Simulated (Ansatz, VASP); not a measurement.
# Ga2O3: VASP beside Ansatz

```xyz
10
Lattice="2.5265 1.4587 4.5413 -2.5265 1.4587 4.5413 0.0000 -2.9174 4.5413" Properties=species:S:1:pos:R:3 pbc="T T T"
Ga    0.0000    0.0000    4.8489
Ga    0.0000    0.0000    1.9631
Ga    0.0000    0.0000    8.7751
Ga    0.0000    0.0000   11.6609
O    -0.9952    1.4587    7.9473
O    -0.7657   -1.5912    7.9473
O     1.7608    0.1325    7.9473
O     0.9952   -1.4587    5.6767
O     0.7657    1.5912    5.6767
O    -1.7608   -0.1325    5.6767
```

Alike in both runs: functional PBE; k mesh 6 × 6 × 6; occupations gaussian, width 0.1 eV; no spin polarisation.

Ansatz relaxed the structure, and its values are those at the end. VASP's run is a single point on that final structure, the one shown.

|  | VASP | Ansatz |
| --- | --- | --- |
| version | VASP 6.6.1 | Ansatz 0.2.0 |
| potentials or method | VASP PAW PBE potentials, release 64 (Ga_d, O), cutoff 520 eV | scalar-relativistic, plane waves, PAW |
| valence electrons in the cell | 88 | 88 |

|  | VASP | Ansatz | Ansatz less VASP |
| --- | --- | --- | --- |
| gap on the k mesh at the Fermi level (eV) | 2.41 | 2.42 | +0.009 |
| least direct gap on the mesh (eV) | 2.64 | 2.65 | +0.008 |
| pressure (GPa) | 1.3 | 0.4 | -0.92 |
| rms of the force components (eV/Å) | 0.002 | 0.005 | +0.0038 |
